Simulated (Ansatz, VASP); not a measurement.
Al2Si in VASP and in Ansatz

```
CELL_PARAMETERS angstrom
0.00000 3.05755 3.05755
3.05755 0.00000 3.05755
3.05755 3.05755 0.00000
ATOMIC_POSITIONS crystal
Al 0.75000 0.75000 0.75000
Al 0.50000 0.50000 0.50000
Si 0.25000 0.25000 0.25000
```

Alike in both runs: functional PBE; k mesh 14 × 14 × 14; occupations gaussian, width 0.1 eV; no spin polarisation.

Ansatz relaxed the structure, and its values are those at the end. VASP's run is a single point on that final structure, the one shown.

```csv
,VASP,Ansatz
version,VASP 6.6.1,Ansatz 0.2.0
potentials or method,"VASP PAW PBE potentials, release 64 (Al, Si), cutoff 520 eV","scalar-relativistic, plane waves, PAW"
valence electrons in the cell,10,10
```

|  | VASP | Ansatz | Ansatz less VASP |
| --- | --- | --- | --- |
| gap on the k mesh at the Fermi level (eV) | none | none | - |
| pressure (GPa) | 0.0 | 0.0 | +0.02 |

A gap of «none» marks a metal or a gap that the smearing closes.
